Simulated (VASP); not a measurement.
## NaCl: single point with PBEsol

Crystal: NaCl.

```
Na Cl
1.0
     0.00000    2.76236    2.76236
     2.76236    0.00000    2.76236
     2.76236    2.76236    0.00000
Na Cl
1 1
Direct
  0.00000 0.00000 0.00000
  0.50000 0.50000 0.50000
```

```json
{
  "Program": "VASP 6.6.1",
  "Task": "single point",
  "Functional": "PBEsol",
  "Potentials or basis": "VASP PAW PBE potentials, release 64 (Na_pv, Cl)",
  "Cutoff": "500 eV",
  "k mesh": "6 × 6 × 6",
  "Occupations": "gaussian, width 0.01 eV",
  "Spin": "no spin polarisation"
}
```

- Pressure: 1.2 GPa
- Band gap on the k mesh: 5.17 eV, direct

Levels at points of the mesh, in eV from the valence-band top:
```csv
k point,band 5,band 6,band 7,band 8,band 9,band 10
"(0.00, 0.00, 0.00)",0.00,0.00,0.00,5.17,11.05,11.05
"(0.50, 0.00, 0.00)",-2.17,-0.31,-0.31,7.18,11.00,11.00
"(0.50, 0.50, 0.00)",-1.88,-0.67,-0.67,7.61,7.83,11.57
```

It took 18 s on 1 thread of Intel Xeon 8259CL (shared host), peak memory 0.15 GiB.

Caveat: the PAW data sets were made with another functional, which shifts forces and pressure a little. A hybrid or GW would open this gap; PBEsol tends to underestimate it.
